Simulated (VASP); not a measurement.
# PtS2 in VASP: further runs

PtS2 is run at these levels: PBE+D3(BJ); tasks: single point.

Everything below comes from runs of VASP 6.6.1. Logs are shortened: lines on timing, memory, paths and dates and some standing lists are left out, and cuts for length are marked.

### 1 The cell of the first run

The cell holds a slab with vacuum, 3 atoms: a = 3.447 Å, b = 3.447 Å, c = 30.825 Å, α = 90.00°, β = 90.00°, γ = 120.00°.

### 2 Single point, PBE+D3(BJ)

Input file INCAR:

```
ALGO     = Normal         # electronic algorithm
DIPOL    = 0.5 0.5 0.500
EDIFF    = 1E-6           # SCF threshold, eV
ENCUT    = 520            # plane-wave cutoff, eV
GGA      = PE             # functional
IDIPOL   = 3            
ISIF     = 2              # what is computed and relaxed
ISMEAR   = 0              # smearing method
IVDW     = 12             # dispersion correction
LASPH    = True           # aspherical terms in the spheres
LCHARG   = True           # write CHGCAR
LDIPOL   = True         
LELF     = True           # ELF
LREAL    = False          # projectors in reciprocal space
LVACPOTAV= True         
LVHAR    = True         
LWAVE    = False          # write WAVECAR
NBANDS   = 18             # bands
NELM     = 100            # most SCF steps
PREC     = Accurate       # precision mode
SIGMA    = 0.02           # smearing width, eV
```

Input file KPOINTS:

```
k-points
0
Gamma
  9 9 1
```

Input file POSCAR:

```
PtS2
1.0
    3.4470000000      0.0000000000      0.0000000000
   -1.7235000000      2.9851895668      0.0000000000
    0.0000000000      0.0000000000     30.8254864268
S Pt
2 1
Direct
    0.6666666667      0.3333333333      0.4618173098
    0.3333333333      0.6666666667      0.5381826902
    0.0000000000      0.0000000000      0.5000000000
```

Potentials or basis: VASP PAW PBE potentials, release 64 (S, Pt).

Command:

```console
> cat potpaw_PBE.64/S/POTCAR potpaw_PBE.64/Pt/POTCAR > POTCAR
> mpirun -np 1 vasp_std > vasp.out
```

OUTCAR:

```text
EDIFF = 1E-6
   ENCUT = 520
   GGA = PE
   ISIF = 2
   ISMEAR = 0
   IVDW = 12
   LASPH = True
   LREAL = False
   NELM = 100
   PREC = Accurate
 IVDW          = 12

 ion  position               nearest neighbor table
   1  0.667  0.333  0.462-   3 2.31   3 2.31   3 2.31
   2  0.333  0.667  0.538-   3 2.31   3 2.31   3 2.31
   3  0.000  0.000  0.500-   1 2.31   2 2.31   2 2.31   1 2.31   1 2.31   2 2.31

  LATTYP: Found a hexagonal cell.
 ALAT       =     3.4470000000
 C/A-ratio  =     8.9426998627

  Lattice vectors:

 A1 = (   3.4470000000,   0.0000000000,   0.0000000000)
 A2 = (  -1.7235000000,   2.9851895668,   0.0000000000)
 A3 = (   0.0000000000,   0.0000000000,  30.8254864268)

Analysis of symmetry for initial positions (statically):
=====================================================================
 Subroutine PRICEL returns:
 Original cell was already a primitive cell.

 Routine SETGRP: Setting up the symmetry group for a
 hexagonal supercell.

 Subroutine GETGRP returns: Found 12 space group operations
 (whereof 12 operations were pure point group operations)
 out of a pool of 24 trial point group operations.

The static configuration has the point symmetry D_3d.

Analysis of symmetry for dynamics (positions and initial velocities):
=====================================================================
 Subroutine PRICEL returns:
 Original cell was already a primitive cell.

 Routine SETGRP: Setting up the symmetry group for a
 hexagonal supercell.

 Subroutine GETGRP returns: Found 12 space group operations
 (whereof 12 operations were pure point group operations)
 out of a pool of 24 trial point group operations.

The dynamic configuration has the point symmetry D_3d.

 Subroutine INISYM returns: Found 12 space group operations
 (whereof 12 operations are pure point group operations),
 and found     1 'primitive' translations

----------------------------------------------------------------------------------------

                                     Primitive cell

  volume of cell :     317.1927

  direct lattice vectors                    reciprocal lattice vectors
     3.447000000  0.000000000  0.000000000     0.290107340  0.167493551  0.000000000
    -1.723500000  2.985189567  0.000000000     0.000000000  0.334987101  0.000000000
     0.000000000  0.000000000 30.825486427     0.000000000  0.000000000  0.032440688

  length of vectors
     3.447000000  3.447000000 30.825486427     0.334987101  0.334987101  0.032440688

[... 73 lines left out ...]
   IBRION =     -1    ionic relax: 0-MD 1-quasi-New 2-CG
   NFREE  =      0    steps in history (QN), initial steepest desc. (CG)
   ISIF   =      2    stress and relaxation
   ISYM   =      2    0-nonsym 1-usesym 2-fastsym
   POTIM  = 0.5000    time-step for ionic-motion
   TEBEG  =    0.0;   TEEND  =   0.0 temperature during run
   PSTRESS=    0.0 pullay stress
   NELECT =      22.0000    total number of electrons
   NUPDOWN=      -1.0000    fix difference up-down
   EMIN   =  10.00;   EMAX   =-10.00  energy-range for DOS
   EFERMI =   0.00;   METHOD = LEGACY
   ISMEAR =     0;   SIGMA  =   0.02  broadening in eV -4-tet -1-fermi 0-gaus
   EFERMI_NEDOS =   21; number of points for ismear=-14 and -15
   IALGO  =     38    algorithm
   IMIX   =      4    mixing-type and parameters
     AMIX     =   0.40;   BMIX     =  1.00
     AMIX_MAG =   1.60;   BMIX_MAG =  1.00
  volume/ion in A,a.u.               =     105.73       713.51
  Fermi-wavevector in a.u.,A,eV,Ry     =   0.672628  1.271082  6.155655  0.452428
  Thomas-Fermi vector in A             =   1.748804
   LORBIT       =      0    0 simple, 1 ext, 2 COOP (PROOUT), +10 PAW based schemes
   GGA     = PE    functional components
   LHFCALC =     F    Hartree Fock is set to
   AEXX    =    0.0000 exact exchange contribution
   IVDW    =    12    specifies the selected vdW correction
   LEPSILON=     F    determine dielectric tensor
   LRPA    =     F    only Hartree local field effects (RPA)
 non-spin polarized calculation
 Gauss-broadening in eV      SIGMA  =   0.02
  energy-cutoff  :      520.00
  volume of cell :      317.19
 maximum number of plane-waves:      8605
 NGX is ok and might be reduce to    28
   NGX = 13   NGY = 13   NGZ =115

 number of electron      21.9999999 magnetization

 dipolmoment           0.000000      0.000000     -0.000000 electrons x Angstroem

 Free energy of the ion-electron system (eV)
  ---------------------------------------------------
  ext. energy  EPLUGINS =         0.00000000
  ---------------------------------------------------
  free energy    TOTEN  =       -15.14621947 eV

  energy without entropy =      -15.14621947  energy(sigma->0) =      -15.14621947

 E-fermi :  -4.0867     XC(G=0):  -2.1666

 val. band max:       -4.1854037839   @ k =   0.1111   0.0000   0.0000
 cond. band min:      -2.1707734016   @ k =   0.2222   0.0000   0.0000
 fundamental gap:      2.0146303824
 Fermi energy:        -4.0866649285

 k-point     1 :       0.0000    0.0000    0.0000
  band No.  band energies     occupation
      1     -19.0500      2.00000
      2     -16.2479      2.00000
      3     -10.5628      2.00000
      4     -10.5628      2.00000
      5     -10.0273      2.00000
      6      -7.5416      2.00000
[... 229 lines left out ...]
      5     -10.0791      2.00000
      6      -7.9753      2.00000
[... 10 lines left out ...]
     17       5.3592      0.00000
     18       5.5017      0.00000

------------------------ aborting loop because EDIFF is reached ----------------------------------------

 Edisp (eV)   -0.88510

 E8    (eV) :    -0.3808

  FORCE on cell =-STRESS in cart. coord.  units (eV):
  Direction    XX          YY          ZZ          XY          YZ          ZX
  --------------------------------------------------------------------------------------
  -------------------------------------------------------------------------------------
  Total       5.76133     5.76133     4.08296     0.00000     0.00000    -0.00000
  in kB      29.10113    29.10113    20.62352     0.00000     0.00000    -0.00000
  external pressure =       26.28 kB  Pullay stress =        0.00 kB

 VOLUME and BASIS-vectors are now :
 -----------------------------------------------------------------------------
  energy-cutoff  :      520.00
  volume of cell :      317.19
      direct lattice vectors                 reciprocal lattice vectors
     3.447000000  0.000000000  0.000000000     0.290107340  0.167493551  0.000000000
    -1.723500000  2.985189567  0.000000000     0.000000000  0.334987101  0.000000000
     0.000000000  0.000000000 30.825486427     0.000000000  0.000000000  0.032440688

 POSITION                                       TOTAL-FORCE (eV/Angst)
 -----------------------------------------------------------------------------------
      1.72350      0.99506     14.23574         0.000000      0.000000     -1.755341
     -0.00000      1.99013     16.58974        -0.000000     -0.000000      1.755341
      0.00000      0.00000     15.41274        -0.000000      0.000000     -0.000000
 -----------------------------------------------------------------------------------
    total drift:                               -0.000000     -0.000000      0.000000

  FREE ENERGIE OF THE ION-ELECTRON SYSTEM (eV)
  ---------------------------------------------------
  free  energy   TOTEN  =       -16.0313154715 eV

  energy  without entropy=      -16.0313154715  energy(sigma->0) =      -16.03131547

 vacuum level on the upper side and lower side of the slab         2.120         2.120
```

OSZICAR:

```text
N       E                     dE             d eps       ncg     rms          rms(c)
DAV:   1     0.181087665389E+03    0.18109E+03   -0.70272E+03   432   0.863E+02
DAV:   2     0.495686249756E+01   -0.17613E+03   -0.16340E+03   698   0.159E+02
DAV:   3    -0.161718883057E+02   -0.21129E+02   -0.21011E+02   556   0.708E+01
[... 11 lines left out ...]
DAV:  15    -0.151462569940E+02    0.17936E-04   -0.11834E-05   526   0.196E-02    0.228E-01
DAV:  16    -0.151462381466E+02    0.18847E-04   -0.14412E-05   530   0.182E-02    0.176E-01
DAV:  17    -0.151462253085E+02    0.12838E-04   -0.17648E-05   516   0.193E-02    0.117E-01
DAV:  18    -0.151462203270E+02    0.49815E-05   -0.14385E-05   522   0.170E-02    0.635E-02
DAV:  19    -0.151462194669E+02    0.86009E-06   -0.63104E-06   514   0.114E-02
   1 F= -.16031315E+02 E0= -.16031315E+02  d E =-.217213E-13
```

Run time: 3.6 min. Hardware: 1 thread of Intel Xeon 8259CL, shared host; peak memory 0.47 GiB.

What came out:

```
Free energy                : -16.0313 eV
Largest force              : 1.755 eV/Å
Band gap on the k mesh     : 2.01 eV (least direct gap 2.11 eV)
Dispersion energy per atom : -0.295 eV
```

Forces in eV/Å, atoms in the order of the input:
```
S    0.000  0.000 -1.755
S    0.000  0.000  1.755
Pt   0.000  0.000  0.000
```

Levels at points of the mesh, in eV from the valence-band top:
```tsv
k point	band 9	band 10	band 11	band 12	band 13	band 14
(0.00, 0.00, 0.00)	-0.74	-0.28	-0.28	3.74	3.74	5.58
```

Caveat: spin-orbit coupling is left out, which moves the levels of the heavy elements.

(Continued in part 2 of 4.)
